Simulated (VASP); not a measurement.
A run of VASP 6.6.1:

The input INCAR:

```
SYSTEM = Si2Ge
PREC = Accurate ; ENCUT = 520
EDIFF = 1E-6 ; ISMEAR = 0
SIGMA = 0.1 ; LREAL = .False.
LASPH = .True. ; NELM = 60
ALGO = Normal ; ISIF = 2
LWAVE = .False. ; LCHARG = .False.
GGA = PE ; NBANDS = 31
```

The input KPOINTS:

```
Automatic mesh
0
Gamma
  12 12 4
  0 0 0
```

Contents of POSCAR:

```
Si2Ge
1.0
    2.8686108506      0.0000000000      0.0000000000
   -1.4343054253      2.4842898701      0.0000000000
    0.0000000000      0.0000000000     13.7035452353
Si Ge
4 2
Direct
    0.3333333333      0.6666666667      0.0000000000
    0.6666666667      0.3333333333      0.8454701587
    0.6666666667      0.3333333333      0.1545298413
    0.6666666667      0.3333333333      0.5000000000
    0.3333333333      0.6666666667      0.6703326603
    0.3333333333      0.6666666667      0.3296673397
```

Potentials or basis: VASP PAW PBE potentials, release 64 (Si, Ge_d).

Launch:

```bash
$ cat potpaw_PBE.64/Si/POTCAR potpaw_PBE.64/Ge_d/POTCAR > POTCAR
$ mpirun -np 1 vasp_std > vasp.out
```

Hardware: 1 thread of Intel(R) Xeon(R) 6975P-C (Granite Rapids), on a shared host.

Problem. How long does it take, and how much memory?

Solution. Wall time 87 s on 1 thread of Intel(R) Xeon(R) 6975P-C (Granite Rapids) (shared host), peak memory 0.31 GiB. Counts: scf iterations 17, k points 57.
